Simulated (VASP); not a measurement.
# PbS (Pm-3m) in VASP: a series of runs, part 2 of 2

VASP 6.6.1. The steps go on from the part before.

**5. Single point, r2SCAN+D3(BJ) (volume scaled by 0.800)**

The input, POSCAR:

```
PbS
1.0
    3.3514258664      0.0000000000      0.0000000000
    0.0000000000      3.3514258664      0.0000000000
    0.0000000000      0.0000000000      3.3514258664
Pb S
1 1
Direct
    0.0000000000      0.0000000000      0.0000000000
    0.5000000000      0.5000000000      0.5000000000
```

The input, INCAR.step1:

```
PREC = Accurate
ENCUT = 550
ISMEAR = 0
SIGMA = 0.05
LREAL = F
LASPH = T
NELM = 120
NBANDS = 17
GGA = PE
ALGO = Normal
EDIFF = 1E-5
LWAVE = T
LCHARG = F
GGA_COMPAT = F
```

The input, INCAR.step2:

```
PREC = Accurate
ENCUT = 550
EDIFF = 1E-6
ISMEAR = 0
SIGMA = 0.05
LREAL = F
LASPH = T
NELM = 120
ALGO = Normal
ISIF = 2
LWAVE = F
LCHARG = F
METAGGA = R2SCAN
LMIXTAU = T
IVDW = 12
VDW_S6 = 1.0
VDW_S8 = 0.78981345
VDW_A1 = 0.49484001
VDW_A2 = 5.73083694
NBANDS = 17
ISTART = 1
GGA_COMPAT = F
```

The input, KPOINTS:

```
regular mesh
0
Gamma
  10 10 10
```

Potentials or basis: VASP PAW PBE potentials, release 64 (Pb_d, S).

On the command line:

```
> cat potpaw_PBE.64/Pb_d/POTCAR potpaw_PBE.64/S/POTCAR > POTCAR
> cp INCAR.step1 INCAR
> mpirun -np 1 vasp_std > vasp.out
> cp INCAR.step2 INCAR
> mpirun -np 1 vasp_std > vasp.out
```

OUTCAR:

```text
PREC = Accurate
   ENCUT = 550
   EDIFF = 1E-6
   ISMEAR = 0
   LREAL = F
   LASPH = T
   NELM = 120
   ISIF = 2
   METAGGA = R2SCAN
   IVDW = 12
   ISTART = 1
 IVDW          = 12

 ion  position               nearest neighbor table
   1  0.000  0.000  0.000-   2 2.90   2 2.90   2 2.90   2 2.90   2 2.90   2 2.90   2 2.90   2 2.90

   2  0.500  0.500  0.500-   1 2.90   1 2.90   1 2.90   1 2.90   1 2.90   1 2.90   1 2.90   1 2.90

  LATTYP: Found a simple cubic cell.
 ALAT       =     3.3514258664

  Lattice vectors:

 A1 = (   3.3514258664,   0.0000000000,   0.0000000000)
 A2 = (   0.0000000000,   3.3514258664,   0.0000000000)
 A3 = (   0.0000000000,   0.0000000000,   3.3514258664)

Analysis of symmetry for initial positions (statically):
=====================================================================
 Subroutine PRICEL returns:
 Original cell was already a primitive cell.

 Routine SETGRP: Setting up the symmetry group for a
 simple cubic supercell.

 Subroutine GETGRP returns: Found 48 space group operations
 (whereof 48 operations were pure point group operations)
 out of a pool of 48 trial point group operations.

The static configuration has the point symmetry O_h .

Analysis of symmetry for dynamics (positions and initial velocities):
=====================================================================
 Subroutine PRICEL returns:
 Original cell was already a primitive cell.

 Routine SETGRP: Setting up the symmetry group for a
 simple cubic supercell.

 Subroutine GETGRP returns: Found 48 space group operations
 (whereof 48 operations were pure point group operations)
 out of a pool of 48 trial point group operations.

The dynamic configuration has the point symmetry O_h .

 Subroutine INISYM returns: Found 48 space group operations
 (whereof 48 operations are pure point group operations),
 and found     1 'primitive' translations

[... 111 lines left out ...]
   IALGO  =     38    algorithm
   IMIX   =      4    mixing-type and parameters
     AMIX     =   0.40;   BMIX     =  1.00
     AMIX_MAG =   1.60;   BMIX_MAG =  1.00
  volume/ion in A,a.u.               =      18.82       127.02
  Fermi-wavevector in a.u.,A,eV,Ry     =   1.325934  2.505652 23.920413  1.758101
  Thomas-Fermi vector in A             =   2.455358
   LORBIT       =      0    0 simple, 1 ext, 2 COOP (PROOUT), +10 PAW based schemes
   METAGGA = R2SCAN    functional components
   LHFCALC =     F    Hartree Fock is set to
   AEXX    =    0.0000 exact exchange contribution
   IVDW    =    12    specifies the selected vdW correction
   LEPSILON=     F    determine dielectric tensor
   LRPA    =     F    only Hartree local field effects (RPA)
 non-spin polarized calculation
 Gauss-broadening in eV      SIGMA  =   0.05
  energy-cutoff  :      550.00
  volume of cell :       37.64
 maximum number of plane-waves:      1141
 NGX is ok and might be reduce to    28
   NGX = 13   NGY = 13   NGZ = 13

 number of electron      20.0000006 magnetization

 Free energy of the ion-electron system (eV)
  ---------------------------------------------------
  ext. energy  EPLUGINS =         0.00000000
  ---------------------------------------------------
  free energy    TOTEN  =       -64.41690510 eV

  energy without entropy =      -64.41606220  energy(sigma->0) =      -64.41648365

 E-fermi :   9.5899     XC(G=0): -12.1454

 val. band max:        9.5046088205   @ k =   0.4000   0.1000   0.0000
 cond. band min:       9.6010480567   @ k =   0.3000   0.1000   0.1000
 fundamental gap:      0.0964392362
 Fermi energy:         9.5899428577

 k-point     1 :       0.0000    0.0000    0.0000
  band No.  band energies     occupation
      1      -8.3580      2.00000
      2      -8.3580      2.00000
      3      -7.9039      2.00000
      4      -7.9039      2.00000
      5      -7.9039      2.00000
      6      -6.5361      2.00000
[... 457 lines left out ...]
      4      -8.0194      2.00000
      5      -7.9212      2.00000
      6      -5.2114      2.00000
[... 9 lines left out ...]
     16      21.9842      0.00000
     17      22.7824      0.00000

 [... further k-points ...]

------------------------ aborting loop because EDIFF is reached ----------------------------------------

 Edisp (eV)   -0.45863

 E8    (eV) :    -0.1628

  FORCE on cell =-STRESS in cart. coord.  units (eV):
  Direction    XX          YY          ZZ          XY          YZ          ZX
  --------------------------------------------------------------------------------------
  -------------------------------------------------------------------------------------
  Total       5.48014     5.48014     5.48014     0.00000    -0.00000     0.00000
  in kB     233.24548   233.24548   233.24548     0.00000    -0.00000     0.00000
  external pressure =      233.25 kB  Pullay stress =        0.00 kB

 VOLUME and BASIS-vectors are now :
 -----------------------------------------------------------------------------
  energy-cutoff  :      550.00
  volume of cell :       37.64
      direct lattice vectors                 reciprocal lattice vectors
     3.351425866  0.000000000  0.000000000     0.298380462  0.000000000  0.000000000
     0.000000000  3.351425866  0.000000000     0.000000000  0.298380462  0.000000000
     0.000000000  0.000000000  3.351425866     0.000000000  0.000000000  0.298380462

 POSITION                                       TOTAL-FORCE (eV/Angst)
 -----------------------------------------------------------------------------------
      0.00000      0.00000      0.00000         0.000000      0.000000      0.000000
      1.67571      1.67571      1.67571         0.000000      0.000000      0.000000
 -----------------------------------------------------------------------------------
    total drift:                                0.000000      0.000000     -0.000000

  FREE ENERGIE OF THE ION-ELECTRON SYSTEM (eV)
  ---------------------------------------------------
  free  energy   TOTEN  =       -64.8755308369 eV

  energy  without entropy=      -64.8746879307  energy(sigma->0) =      -64.87510938
```

OUTCAR.step1:

```text
PREC = Accurate
   ENCUT = 550
   ISMEAR = 0
   LREAL = F
   LASPH = T
[... 702 lines left out ...]
 -----------------------------------------------------------------------------------
      0.00000      0.00000      0.00000         0.000000      0.000000      0.000000
      1.67571      1.67571      1.67571         0.000000      0.000000      0.000000
 -----------------------------------------------------------------------------------
    total drift:                               -0.000000      0.000000      0.000000

  FREE ENERGIE OF THE ION-ELECTRON SYSTEM (eV)
  ---------------------------------------------------
  free  energy   TOTEN  =        -7.5732236392 eV

  energy  without entropy=       -7.5716147277  energy(sigma->0) =       -7.57241918
```

OSZICAR.step1:

```text
N       E                     dE             d eps       ncg     rms          rms(c)
DAV:   1     0.165458127883E+03    0.16546E+03   -0.10310E+04  1929   0.142E+03
DAV:   2     0.348398427096E+01   -0.16197E+03   -0.15592E+03  2057   0.352E+02
DAV:   3    -0.774757816137E+01   -0.11232E+02   -0.10980E+02  2555   0.943E+01
DAV:   4    -0.801243812891E+01   -0.26486E+00   -0.26281E+00  2468   0.143E+01
DAV:   5    -0.802006328738E+01   -0.76252E-02   -0.76243E-02  2742   0.245E+00    0.668E+00
DAV:   6    -0.758363735110E+01    0.43643E+00   -0.97098E-01  3121   0.107E+01    0.457E+00
DAV:   7    -0.757536129458E+01    0.82761E-02   -0.11899E-01  2573   0.215E+00    0.231E+00
DAV:   8    -0.757403082210E+01    0.13305E-02   -0.16165E-02  2578   0.141E+00    0.142E-01
DAV:   9    -0.757320557187E+01    0.82525E-03   -0.37017E-03  3021   0.617E-01    0.104E-01
DAV:  10    -0.757322011585E+01   -0.14544E-04   -0.24015E-04  2181   0.111E-01    0.616E-02
DAV:  11    -0.757322363917E+01   -0.35233E-05   -0.22376E-05  2240   0.423E-02
   1 F= -.75732236E+01 E0= -.75724192E+01  d E =-.160891E-02
```

Run time: 2.8 min. Hardware: 1 thread of AMD EPYC 9R45 (Zen 5), shared host; peak memory 0.16 GiB.

Results:

| Quantity | Value |
| --- | --- |
| Free energy | -64.8755 eV |
| Pressure | 23.3 GPa |
| Band gap on the k mesh | zero (band 10 reaches 10.16 eV, above the bottom of band 11 at 8.26 eV) |
| Dispersion energy per atom | -0.229 eV |

Caveat: the PAW data sets were made with another functional, which shifts forces and pressure a little; spin-orbit coupling is left out, which moves the levels of the heavy elements; pairwise dispersion overbinds metals, which lowers pressure and volume.

**6. Single point, r2SCAN+D3(BJ) (volume scaled by 0.840)**

The input, POSCAR:

```
PbS
1.0
    3.4063770407      0.0000000000      0.0000000000
    0.0000000000      3.4063770407      0.0000000000
    0.0000000000      0.0000000000      3.4063770407
Pb S
1 1
Direct
    0.0000000000      0.0000000000      0.0000000000
    0.5000000000      0.5000000000      0.5000000000
```

The input, INCAR.step1:

```
ALGO = Normal
EDIFF = 1E-5
ENCUT = 550
GGA = PE
GGA_COMPAT = F
ISMEAR = 0
LASPH = T
LCHARG = F
LREAL = F
LWAVE = T
NBANDS = 17
NELM = 120
PREC = Accurate
SIGMA = 0.05
```

The input, INCAR.step2:

```
ALGO = Normal
EDIFF = 1E-6
ENCUT = 550
GGA_COMPAT = F
ISIF = 2
ISMEAR = 0
ISTART = 1
IVDW = 12
LASPH = T
LCHARG = T
LELF = T
LMIXTAU = T
LREAL = F
LVHAR = T
LWAVE = F
METAGGA = R2SCAN
NBANDS = 17
NELM = 120
PREC = Accurate
SIGMA = 0.05
VDW_A1 = 0.49484001
VDW_A2 = 5.73083694
VDW_S6 = 1.0
VDW_S8 = 0.78981345
```

The input, KPOINTS:

```
k-points
0
Gamma
  10 10 10
```

Potentials or basis: VASP PAW PBE potentials, release 64 (Pb_d, S).

On the command line:

```
> cat potpaw_PBE.64/Pb_d/POTCAR potpaw_PBE.64/S/POTCAR > POTCAR
> cp INCAR.step1 INCAR
> mpirun -np 1 vasp_std > vasp.out
> cp INCAR.step2 INCAR
> mpirun -np 1 vasp_std > vasp.out
```

It took 2.2 min on 1 thread of AMD EPYC 9R45 (Zen 5), shared host; peak memory 0.16 GiB.

It converged, with:

* Free energy: -65.1051 eV
* Pressure: 16.2 GPa
* Band gap on the k mesh: zero (band 10 reaches 9.24 eV, above the bottom of band 11 at 7.75 eV)
* Dispersion energy per atom: -0.218 eV

Levels at points of the mesh, in eV from the Fermi level:
| k point | band 7 | band 8 | band 9 | band 10 | band 11 | band 12 | band 13 | band 14 |
| --- | --- | --- | --- | --- | --- | --- | --- | --- |
| (0.00, 0.00, 0.00) | -6.24 | -2.49 | -2.49 | -2.49 | 5.56 | 5.56 | 8.59 | 8.59 |
| (0.50, 0.00, 0.00) | -10.46 | -0.91 | -0.91 | 0.44 | 0.89 | 4.39 | 4.39 | 6.45 |
| (0.50, 0.50, 0.00) | -7.65 | -6.12 | -6.12 | -0.75 | 5.30 | 5.30 | 7.57 | 8.03 |
| (0.50, 0.50, 0.50) | -5.57 | -3.42 | -3.42 | -3.42 | -1.06 | -1.06 | -1.06 | 17.09 |

Caveat: the PAW data sets were made with another functional, which shifts forces and pressure a little; spin-orbit coupling is left out, which moves the levels of the heavy elements; pairwise dispersion overbinds metals, which lowers pressure and volume.

**7. Overview**

| level | cell | k mesh | cutoff (eV) | gap on the mesh (eV) | pressure (GPa) |
| --- | --- | --- | --- | --- | --- |
| PBE+D3(BJ) | a = 3.635 Å, 2 atoms | 6 × 6 × 6 | 500 | none | -1.6 |
| PBE+D3(BJ) | a = 3.605 Å, 2 atoms | 6 × 6 × 6 | 500 | none | -0.1 |
| PBE+D3(BJ) | a = 3.654 Å, 2 atoms | 6 × 6 × 6 | 500 | none | -2.4 |
| r2SCAN+D3(BJ) | a = 3.351 Å, 2 atoms | 10 × 10 × 10 | 550 | none | 23.3 |
| r2SCAN+D3(BJ) | a = 3.406 Å, 2 atoms | 10 × 10 × 10 | 550 | none | 16.2 |

Alike in all rows: task single point; potentials or basis VASP PAW PBE potentials, release 64 (Pb_d, S); no spin polarisation; smearing gaussian 0.05 eV.

Caveats: spin-orbit coupling is left out, which moves the levels of the heavy elements; pairwise dispersion overbinds metals, which lowers pressure and volume; the PAW data sets were made with another functional, which shifts forces and pressure a little (some runs).

Absolute energies hang on the potentials; compare differences alone.
